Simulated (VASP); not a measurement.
# Sb (R-3m) in VASP: single point with revPBE

Aim: the single point of Sb with revPBE.

Everything below comes from runs of VASP 6.6.1. Logs are shortened: lines on timing, memory, paths and dates and some standing lists are left out, and cuts for length are marked.

## (1) The cell of the first run

It takes space group R-3m (No. 166, trigonal). The conventional cell has a = 4.393 Å, b = 4.393 Å, c = 11.808 Å, α = 90.00°, β = 90.00°, γ = 120.00°. Within 3.9 Å of Sb (site symmetry 3m) lie 6 Sb at 2.96 to 3.50 Å.

## (2) Single point, revPBE

INCAR

```
SYSTEM = Sb
  PREC = Accurate
  ENCUT = 500
  EDIFF = 1E-6
  ISMEAR = -1
  SIGMA = 0.1
  LREAL = .FALSE.
  LASPH = .TRUE.
  NELM = 120
  ALGO = Normal
  ISIF = 2
  LWAVE = .FALSE.
  LCHARG = .FALSE.
  GGA = RE
  NBANDS = 12
  GGA_COMPAT = .FALSE.
```

KPOINTS

```
Automatic mesh
0
G
  5 5 5
  0 0 0
```

POSCAR

```
Sb
1.0
    2.1966640327      1.2682445706      3.9359976258
   -2.1966640327      1.2682445706      3.9359976258
    0.0000000000     -2.5364891411      3.9359976258
Sb
2
Direct
    0.2311082954      0.2311082954      0.2311082954
    0.7688917046      0.7688917046      0.7688917046
```

Potentials or basis: VASP PAW PBE potentials, release 64 (Sb).

The run is started by

```bash
$ cat potpaw_PBE.64/Sb/POTCAR > POTCAR
$ mpirun -np 1 vasp_std > vasp.out
```

OUTCAR:

```text
SYSTEM = Sb
   PREC = Accurate
   ENCUT = 500
   EDIFF = 1E-6
   ISMEAR = -1
   LREAL = .FALSE.
   LASPH = .TRUE.
   NELM = 120
   ISIF = 2
   GGA = RE

 ion  position               nearest neighbor table
   1  0.231  0.231  0.231-   2 2.96   2 2.96   2 2.96   2 3.50   2 3.50   2 3.50
   2  0.769  0.769  0.769-   1 2.96   1 2.96   1 2.96   1 3.50   1 3.50   1 3.50

  LATTYP: Found a trigonal (rhomboedric) cell.
 ALAT       =     4.6825051494
 COS(alpha) =     0.5598499590

  Lattice vectors:

 A1 = (   2.1966640327,   1.2682445706,   3.9359976258)
 A2 = (  -2.1966640327,   1.2682445706,   3.9359976258)
 A3 = (   0.0000000000,  -2.5364891411,   3.9359976258)

Analysis of symmetry for initial positions (statically):
=====================================================================
 Subroutine PRICEL returns:
 Original cell was already a primitive cell.

 Routine SETGRP: Setting up the symmetry group for a
 trigonal (rhombohedral) supercell.

 Subroutine GETGRP returns: Found 12 space group operations
 (whereof 12 operations were pure point group operations)
 out of a pool of 12 trial point group operations.

The static configuration has the point symmetry D_3d.

Analysis of symmetry for dynamics (positions and initial velocities):
=====================================================================
 Subroutine PRICEL returns:
 Original cell was already a primitive cell.

 Routine SETGRP: Setting up the symmetry group for a
 trigonal (rhombohedral) supercell.

 Subroutine GETGRP returns: Found 12 space group operations
 (whereof 12 operations were pure point group operations)
 out of a pool of 12 trial point group operations.

The dynamic configuration has the point symmetry D_3d.

 Subroutine INISYM returns: Found 12 space group operations
 (whereof 12 operations are pure point group operations),
 and found     1 'primitive' translations

----------------------------------------------------------------------------------------

                                     Primitive cell

  volume of cell :      65.7919

  direct lattice vectors                    reciprocal lattice vectors
     2.196664033  1.268244571  3.935997626     0.227617875  0.131415242  0.084688398
    -2.196664033  1.268244571  3.935997626    -0.227617875  0.131415242  0.084688398
     0.000000000 -2.536489141  3.935997626     0.000000000 -0.262830483  0.084688398

  length of vectors
     4.682505149  4.682505149  4.682505149     0.276137624  0.276137624  0.276137625

  position of ions in fractional coordinates (direct lattice)
     0.231108295  0.231108295  0.231108295
     0.768891705  0.768891705  0.768891705

  ion indices of the primitive-cell ions
   primitive index   ion index
                 1           1
                 2           2

----------------------------------------------------------------------------------------

 KPOINTS: Automatic mesh

Automatic generation of k-mesh.
 Grid dimensions read from file:
 generate k-points for:    5    5    5

 Generating k-lattice:

  Cartesian coordinates                     Fractional coordinates (reciprocal lattice)
     0.045523575  0.026283048  0.016937680     0.200000000 -0.000000000  0.000000000
    -0.045523575  0.026283048  0.016937680    -0.000000000  0.200000000  0.000000000
     0.000000000 -0.052566097  0.016937680     0.000000000  0.000000000  0.200000000

  Length of vectors
     0.055227525  0.055227525  0.055227525

  Shift w.r.t. Gamma in fractional coordinates (k-lattice)
     0.000000000  0.000000000  0.000000000

 Subroutine IBZKPT returns following result:
 ===========================================

 Found     19 irreducible k-points:

 Following reciprocal coordinates:
            Coordinates               Weight
  0.000000  0.000000  0.000000      1.000000
  0.200000  0.000000 -0.000000      6.000000
  0.400000  0.000000  0.000000      6.000000
  0.200000  0.200000 -0.000000      6.000000
  0.400000  0.200000 -0.000000     12.000000
 -0.400000  0.200000 -0.000000     12.000000
[... 11 lines left out ...]
  0.400000  0.400000  0.400000      2.000000
 -0.400000  0.400000  0.400000      6.000000
   k-points           NKPTS =     19   k-points in BZ     NKDIM =     19   number of bands    NBANDS=     12
   number of dos      NEDOS =    301   number of ions     NIONS =      2
   total plane-waves  NPLWV =  46656
   dimension x,y,z NGX =    36 NGY =   36 NGZ =   36
   dimension x,y,z NGXF=    72 NGYF=   72 NGZF=   72
   ions per type =               2
   NGX,Y,Z   is equivalent  to a cutoff of  12.78, 12.78, 12.78 a.u.
   NGXF,Y,Z  is equivalent  to a cutoff of  25.56, 25.56, 25.56 a.u.
 SYSTEM =  Sb
   PREC   = accura    normal or accurate (medium, high low for compatibility)
   ISTART =      0    job   : 0-new  1-cont  2-samecut
   ICHARG =      2    charge: 1-file 2-atom 10-const
   ISPIN  =      1    spin polarized calculation?
   LNONCOLLINEAR =      F non collinear calculations
   LSORBIT =      F    spin-orbit coupling
   LASPH  =      T    aspherical Exc in radial PAW
   ENCUT  =  500.0 eV  36.75 Ry    6.06 a.u.   8.54  8.54  8.54*2*pi/ulx,y,z
   NELM   =    120;   NELMIN=  2; NELMDL= -5     # of ELM steps
   EDIFF  = 0.1E-05   stopping-criterion for ELM
   LREAL  =      F    real-space projection
   EDIFFG = 0.1E-04   stopping-criterion for IOM
   NSW    =      0    number of steps for IOM
   IBRION =     -1    ionic relax: 0-MD 1-quasi-New 2-CG
   NFREE  =      0    steps in history (QN), initial steepest desc. (CG)
   ISIF   =      2    stress and relaxation
   ISYM   =      2    0-nonsym 1-usesym 2-fastsym
   POTIM  = 0.5000    time-step for ionic-motion
   TEBEG  =    0.0;   TEEND  =   0.0 temperature during run
   PSTRESS=    0.0 pullay stress
   NELECT =      10.0000    total number of electrons
   NUPDOWN=      -1.0000    fix difference up-down
   EMIN   =  10.00;   EMAX   =-10.00  energy-range for DOS
   EFERMI =   0.00;   METHOD = LEGACY
   ISMEAR =    -1;   SIGMA  =   0.10  broadening in eV -4-tet -1-fermi 0-gaus
   EFERMI_NEDOS =   21; number of points for ismear=-14 and -15
   IALGO  =     38    algorithm
   IMIX   =      4    mixing-type and parameters
     AMIX     =   0.40;   BMIX     =  1.00
     AMIX_MAG =   1.60;   BMIX_MAG =  1.00
  volume/ion in A,a.u.               =      32.90       221.99
  Fermi-wavevector in a.u.,A,eV,Ry     =   0.873676  1.651009 10.385468  0.763310
  Thomas-Fermi vector in A             =   1.993100
   LORBIT       =      0    0 simple, 1 ext, 2 COOP (PROOUT), +10 PAW based schemes
   GGA     = RE    functional components
   LHFCALC =     F    Hartree Fock is set to
   AEXX    =    0.0000 exact exchange contribution
   IVDW    =     0    specifies the selected vdW correction
   LEPSILON=     F    determine dielectric tensor
   LRPA    =     F    only Hartree local field effects (RPA)
 non-spin polarized calculation
  energy-cutoff  :      500.00
  volume of cell :       65.79
 maximum number of plane-waves:      1680
 NGX is ok and might be reduce to    36
   NGX = 17   NGY = 17   NGZ = 17

 number of electron      10.0000000 magnetization

 Free energy of the ion-electron system (eV)
  ---------------------------------------------------
  ext. energy  EPLUGINS =         0.00000000
  ---------------------------------------------------
  free energy    TOTEN  =        -7.69895703 eV

  energy without entropy =       -7.68531284  energy(sigma->0) =       -7.69213494

 E-fermi :   6.4292     XC(G=0):  -9.0974

 val. band max:        6.3222375702   @ k =   0.4000   0.2000   0.2000
 cond. band min:       6.5805585467   @ k =   0.4000   0.0000   0.0000
 fundamental gap:      0.2583209764
 Fermi energy:         6.4291972897

 k-point     1 :       0.0000    0.0000    0.0000
  band No.  band energies     occupation
      1      -5.7972      2.00000
      2       1.1418      2.00000
      3       4.3901      2.00000
      4       4.7226      2.00000
      5       4.7226      2.00000
      6       8.1575      0.00000
      7       8.8361      0.00000
      8       8.8361      0.00000
      9      11.6491      0.00000
     10      11.6491      0.00000
     11      11.7604      0.00000
     12      13.1607      0.00000

 k-point     2 :       0.2000    0.0000   -0.0000
  band No.  band energies     occupation
      1      -5.3918      2.00000
      2      -0.0787      2.00000
      3       4.4046      2.00000
      4       4.5930      2.00000
      5       5.0250      2.00000
      6       7.7880      0.00000
      7       8.0746      0.00000
      8       8.1712      0.00000
      9      11.0915      0.00000
     10      11.5332      0.00000
     11      12.0606      0.00000
     12      15.1216      0.00000

 k-point     3 :       0.4000    0.0000    0.0000
  band No.  band energies     occupation
      1      -4.2363      2.00000
      2      -2.1936      2.00000
      3       4.4211      2.00000
      4       4.4423      2.00000
      5       5.6901      1.99877
      6       6.5806      0.36081
      7       6.8519      0.02877
      8       7.2702      0.00045
      9      12.5636      0.00000
     10      13.6412      0.00000
     11      14.2087      0.00000
     12      15.3830      0.00000
[... 211 lines left out ...]
 k-point    18 :       0.4000    0.4000    0.4000
  band No.  band energies     occupation
      1      -4.7855      2.00000
      2      -1.8310      2.00000
      3       5.0472      2.00000
      4       5.0472      2.00000
      5       5.7538      1.99767
      6       6.9350      0.01263
      7       6.9350      0.01263
      8       7.5815      0.00002
      9      12.4471      0.00000
     10      13.8117      0.00000
     11      13.8117      0.00000
     12      16.0239      0.00000

 k-point    19 :      -0.4000    0.4000    0.4000
  band No.  band energies     occupation
      1      -4.2953      2.00000
      2      -2.0229      2.00000
      3       2.6124      2.00000
      4       4.3119      2.00000
      5       5.1871      1.99999
      6       7.8429      0.00000
      7       7.9905      0.00000
      8      10.0400      0.00000
      9      12.1355      0.00000
     10      13.4136      0.00000
     11      13.6946      0.00000
     12      15.8665      0.00000

------------------------ aborting loop because EDIFF is reached ----------------------------------------

  FORCE on cell =-STRESS in cart. coord.  units (eV):
  Direction    XX          YY          ZZ          XY          YZ          ZX
  --------------------------------------------------------------------------------------
  -------------------------------------------------------------------------------------
  Total        0.0055608      0.0055608     -0.2236821      0.0000000     -0.0000000      0.0000000
  in kB        0.1354179      0.1354179     -5.4471459      0.0000000     -0.0000000      0.0000000
  external PRESSURE =      -1.7254367 kB  Pullay stress =       0.0000000 kB

 VOLUME and BASIS-vectors are now :
 -----------------------------------------------------------------------------
  energy-cutoff  :      500.00
  volume of cell :       65.79
      direct lattice vectors                 reciprocal lattice vectors
     2.196664033  1.268244571  3.935997626     0.227617875  0.131415242  0.084688398
    -2.196664033  1.268244571  3.935997626    -0.227617875  0.131415242  0.084688398
     0.000000000 -2.536489141  3.935997626     0.000000000 -0.262830483  0.084688398

 POSITION                                       TOTAL-FORCE (eV/Angst)
 -----------------------------------------------------------------------------------
      0.00000      0.00000      2.72893         0.000000     -0.000000     -0.086564
      0.00000      0.00000      9.07907         0.000000      0.000000      0.086564
 -----------------------------------------------------------------------------------
    total drift:                               -0.000000      0.000000     -0.000000

  FREE ENERGIE OF THE ION-ELECTRON SYSTEM (eV)
  ---------------------------------------------------
  free  energy   TOTEN  =        -7.6989570314 eV

  energy  without entropy=       -7.6853128411  energy(sigma->0) =       -7.69213494
```

It took 27 s on 1 thread of Intel Xeon 8259CL, shared host; peak memory 0.2 GiB.

What came out:

```
Free energy   : -7.6990 eV
Pressure      : -0.2 GPa
Largest force : 0.087 eV/Å
```

Forces in eV/Å, atoms in the order of the input:
```
Sb   0.000  0.000 -0.087
Sb   0.000  0.000  0.087
```

Caveat: the PAW data sets were made with another functional, which shifts forces and pressure a little; spin-orbit coupling is left out, which moves the levels of the heavy elements.
